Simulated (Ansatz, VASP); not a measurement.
**LaAgS2 in VASP and in Ansatz**

File INCAR:

```
PREC = Accurate
ENCUT = 520
EDIFF = 1E-6
ISMEAR = 0
SIGMA = 0.01
LREAL = False
LASPH = True
NELM = 100
ALGO = Normal
ISIF = 2
LWAVE = False
LCHARG = False
GGA = PE
NBANDS = 44
```

File KPOINTS:

```
regular mesh
0
Gamma
  6 6 6
```

The input POSCAR:

```
LaAgS2
1.0
    2.2293401446      1.2871101326     10.1540471501
   -2.2293401446      1.2871101326     10.1540471501
    0.0000000000     -2.5742202652     10.1540471501
Ag La S
2 2 4
Direct
    0.8539073340      0.8539073340      0.8539073340
    0.1460926660      0.1460926660      0.1460926660
    0.3896190939      0.3896190939      0.3896190939
    0.6103809061      0.6103809061      0.6103809061
    0.5000000000      0.5000000000      0.5000000000
    0.7514607060      0.7514607060      0.7514607060
    1.0000000000      0.0000000000      0.0000000000
    0.2485392940      0.2485392940      0.2485392940
```

Input for Ansatz:

```yaml
crystal:
  lattice:
    - [2.2293401446, 1.2871101326, 10.1540471501]
    - [-2.2293401446, 1.2871101326, 10.1540471501]
    - [0.0, -2.5742202652, 10.1540471501]
  atoms:
    - { symbol: Ag, position: [0.853907334, 0.853907334, 0.853907334] }
    - { symbol: Ag, position: [0.146092666, 0.146092666, 0.146092666] }
    - { symbol: La, position: [0.3896190939, 0.3896190939, 0.3896190939] }
    - { symbol: La, position: [0.6103809061, 0.6103809061, 0.6103809061] }
    - { symbol: S, position: [0.5, 0.5, 0.5] }
    - { symbol: S, position: [0.751460706, 0.751460706, 0.751460706] }
    - { symbol: S, position: [1.0, 0.0, 0.0] }
    - { symbol: S, position: [0.248539294, 0.248539294, 0.248539294] }
kpoints:
  mp_grid: { grid: [6, 6, 6] }
hamiltonian:
  xc: pbe
scf:
  occupations: { method: fixed }
  n_extra_bands: 6
output:
  forces: true
  stress: true
  eigenvalues: true
```

Alike in both runs: task single point; functional PBE; k mesh 6 × 6 × 6; no spin polarisation.

|  | VASP | Ansatz |
| --- | --- | --- |
| version | VASP 6.6.1 | Ansatz 0.2.0 |
| potentials or method | VASP PAW PBE potentials, release 64 (Ag, La, S) | plane waves, PAW |
| plane-wave cutoff (eV) | 520 | 420 |
| occupations | gaussian, width 0.01 eV | fixed |
| valence electrons in the cell | 68 | 84 |

```csv
,VASP,Ansatz,Ansatz less VASP
gap on the k mesh at the Fermi level (eV),0.77,0.77,-0.004
pressure (GPa),4.7,4.9,+0.16
"traceless stress, the component that is largest in VASP (GPa)",-1.64,-1.70,-0.068
rms of the force components (eV/Å),0.102,0.105,+0.0030
```

Atom by atom the forces differ by 0.003 eV/Å (rms over components). VASP's potentials hold 68 valence electrons a cell and Ansatz's 84, so a difference there can come from the potentials and not from the codes.

Spin-orbit coupling is off throughout.
